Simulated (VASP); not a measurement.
Set up this calculation in VASP 6.6.1, as the native input.

* Task: single point
* Functional: LDA
* Potentials or basis: VASP PAW LDA potentials, release 64 (Pd, Te)
* Cutoff: 520 eV
* k mesh: 12 × 12 × 12
* Occupations: fermi-dirac, width 0.1 eV
* Spin: no spin polarisation
* Dipole correction: no
* Further INCAR settings: ALGO = Normal; EDIFF = 1e-06; NBANDS = 15

The structure of TePd (zincblende type) lies in POSCAR:

```
TePd
1.0
    0.0000000000      2.3395074148      2.3395074148
    2.3395074148      0.0000000000      2.3395074148
    2.3395074148      2.3395074148      0.0000000000
Pd Te
1 1
Direct
    0.0000000000      0.0000000000      0.0000000000
    0.2500000000      0.2500000000      0.2500000000
```

This cell differs from its parent crystal: volume scaled by 0.5.

One way to write it, as run:

INCAR

```
SYSTEM = TePd
PREC     = Accurate       ! precision mode
ENCUT    = 520            ! plane-wave cutoff, eV
EDIFF    = 1E-6           ! SCF threshold, eV
ISMEAR   = -1             ! smearing method
SIGMA    = 0.1            ! smearing width, eV
LREAL    = .FALSE.        ! projectors in reciprocal space
LASPH    = .TRUE.         ! aspherical terms in the spheres
NELM     = 100            ! most SCF steps
ALGO     = Normal         ! electronic algorithm
ISIF     = 2              ! what is computed and relaxed
LWAVE    = .FALSE.        ! write WAVECAR
LCHARG   = .FALSE.        ! write CHGCAR
NBANDS   = 15             ! bands
```

KPOINTS

```
regular mesh
0
G
  12 12 12
  0 0 0
```

Potentials or basis: VASP PAW LDA potentials, release 64 (Pd, Te).

The run is started by

```sh
$ cat potpaw_LDA.64/Pd/POTCAR potpaw_LDA.64/Te/POTCAR > POTCAR
$ mpirun -np 1 vasp_std > vasp.out
```

It gave:

```yaml
Pressure: 325.3 GPa
Band_gap_on_the_k_mesh: zero (band 8 reaches 24.76 eV, above the bottom of band 9 at 15.74 eV)
```

Caveat: spin-orbit coupling is left out, which moves the levels of the heavy elements.

Run time: 97 s on 1 thread of AMD EPYC 7R13 (shared host), peak memory 0.13 GiB.
